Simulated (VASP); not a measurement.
Here is a VASP 6.6.1 calculation.

INCAR

```
SYSTEM = TaTc
ALGO = Normal
EDIFF = 1E-6
ENCUT = 500
GGA_COMPAT = .FALSE.
ISIF = 2
ISMEAR = 1
LASPH = .TRUE.
LCHARG = .TRUE.
LELF = .TRUE.
LREAL = .FALSE.
LVHAR = .TRUE.
LWAVE = .FALSE.
NBANDS = 19
NELM = 120
PREC = Accurate
SIGMA = 0.1
```

The input KPOINTS:

```
k-points
0
G
  7 7 7
  0 0 0
```

File POSCAR:

```
TaTc
1.0
    3.1435500370      0.0000000000      0.0000000000
    0.0000000000      3.1435500370      0.0000000000
    0.0000000000      0.0000000000      3.1435500370
Ta Tc
1 1
Direct
    0.0000000000      0.0000000000      0.0000000000
    0.5000000000      0.5000000000      0.5000000000
```

Potentials or basis: VASP PAW LDA potentials, release 64 (Ta_pv, Tc_pv).

Command:

```console
$ cat potpaw_LDA.64/Ta_pv/POTCAR potpaw_LDA.64/Tc_pv/POTCAR > POTCAR
$ mpirun -np 1 vasp_std > vasp.out
```

(1) What does it give for the band gap on the k mesh?

(2) What does it give for the pressure?

Results:

(1) zero (band 12 reaches 10.13 eV, above the bottom of band 13 at 9.47 eV).

(2) -2.0 GPa.

Caveat: spin-orbit coupling is left out, which moves the levels of the heavy elements.
